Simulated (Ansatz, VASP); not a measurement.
# BP, level by level in two programs

```xyz
2
Lattice="0.0000 2.2538 2.2538 2.2538 0.0000 2.2538 2.2538 2.2538 0.0000" Properties=species:S:1:pos:R:3 pbc="T T T"
P     3.3807    3.3807    3.3807
B     0.0000    0.0000    0.0000
```

Single points on this cell with VASP 6.6.1 and Ansatz 0.2.0. Each row is one pair of runs. Alike in all rows: spin: off; smearing: fermi-dirac, width 0.05 eV; VASP's potentials, cutoff: VASP PAW PBE potentials, release 64 (P, B), 520 eV.

```csv
level,k mesh,"Ansatz's potentials, cutoff","gap on the k mesh at the Fermi level (eV), VASP","gap on the k mesh at the Fermi level (eV), Ansatz","least direct gap on the mesh (eV), VASP","least direct gap on the mesh (eV), Ansatz","pressure (GPa), VASP","pressure (GPa), Ansatz"
revPBE,10 × 10 × 10,"Ansatz PAW, 420 eV",1.21,1.23,3.42,3.43,6.4,6.8
BLYP+D3(BJ),10 × 10 × 10,"Ansatz PAW, 420 eV",1.51,1.49,3.61,3.58,-0.4,-0.2
PBEsol-based global hybrid,5 × 5 × 5,"Ansatz PAW, 420 eV",2.62,2.59,5.09,5.05,-0.3,0.1
BLYP,10 × 10 × 10,"Ansatz PAW, 420 eV",1.51,1.49,3.61,3.58,9.5,9.6
r2SCAN+D3(BJ),10 × 10 × 10,"Ansatz PAW, 500 eV",1.42,1.39,3.67,3.63,0.7,1.2
BHLYP,5 × 5 × 5,"Ansatz PAW, 420 eV",4.65,4.55,7.16,7.05,2.9,4.0
r2SCAN,10 × 10 × 10,"Ansatz PAW, 500 eV",1.42,1.39,3.67,3.63,2.8,3.4
r2SCAN+rVV10,10 × 10 × 10,"Ansatz PAW, 500 eV",1.39,?,3.67,?,2.3,?
```

Fill in what Ansatz gave in row 8.

gap on the k mesh at the Fermi level (eV): 1.36; least direct gap on the mesh (eV): 3.63; pressure (GPa): 2.7.

The k mesh is coarse in some rows, so the values compare programs but aren't converged. Noted on Ansatz's runs: odd divisions of the mesh miss points on the zone boundary, where band edges often lie, so the gap on the mesh can be too wide.
